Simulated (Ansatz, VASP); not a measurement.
## Two plane-wave programs on HgTe

The input INCAR:

```
SYSTEM = HgTe
PREC = Accurate ; ENCUT = 520
EDIFF = 1E-6 ; ISMEAR = -1
SIGMA = 0.02 ; LREAL = .FALSE.
LASPH = .TRUE. ; NELM = 100
ALGO = Normal ; ISIF = 2
LWAVE = .FALSE. ; LCHARG = .TRUE.
GGA = PE ; LELF = .TRUE.
LVHAR = .TRUE. ; NBANDS = 16
```

The input KPOINTS:

```
regular mesh
0
G
  6 6 6
  0 0 0
```

POSCAR

```
HgTe
1.0
    0.0000000000      3.1575915708      3.4654980869
    3.1575915708      0.0000000000      3.4654980869
    3.1575915708      3.1575915708      0.0000000000
Hg Te
1 1
Direct
    0.0000000000      0.0000000000      0.0000000000
    0.2500000000      0.2500000000      0.2500000000
```

Input for Ansatz:

```yaml
crystal:
  lattice:
    - [0.0, 3.1575915708, 3.4654980869]
    - [3.1575915708, 0.0, 3.4654980869]
    - [3.1575915708, 3.1575915708, 0.0]
  atoms:
    - { symbol: Hg, position: [0.0, 0.0, 0.0] }
    - { symbol: Te, position: [0.25, 0.25, 0.25] }
kpoints:
  mp_grid: { grid: [6, 6, 6] }
  band_path:
    path:
      - [0.0, 0.0, 0.0]
      - [-0.5, -0.5, 0.0]
      - [-0.375, -0.375, 0.25]
      - [-0.375, 0.0, 0.375]
      - [0.0, 0.0, 0.5]
      - [-0.5, -0.25, 0.25]
      - [-0.042318, -0.042318, 0.0]
    npoints: 1
hamiltonian:
  xc: pbe
scf:
  occupations: { method: fermi_dirac, width: 0.02 }
  n_extra_bands: 4
output:
  forces: true
  stress: true
  eigenvalues: true
```

Change from the starting cell: epitaxial_xy strain -4.0%.

Alike in both runs: task single point; functional PBE; k mesh 6 × 6 × 6; occupations fermi-dirac, width 0.02 eV; no spin polarisation.

|  | VASP | Ansatz |
| --- | --- | --- |
| version | VASP 6.6.1 | Ansatz 0.2.0 |
| potentials or method | VASP PAW PBE potentials, release 64 (Hg, Te) | plane waves, PAW |
| plane-wave cutoff (eV) | 520 | 420 |
| valence electrons in the cell | 18 | 36 |

VASP gave:

```
pressure (GPa)                                                : 2.5
traceless stress, the component that is largest in VASP (GPa) : -0.98
```

Problem. Which values does Ansatz return?

Solution. Pressure (GPa): 2.4; traceless stress, the component that is largest in VASP (GPa): -0.98.

VASP's potentials hold 18 valence electrons a cell and Ansatz's 36, so a difference there can come from the potentials and not from the codes.

Neither program's run includes spin-orbit coupling.
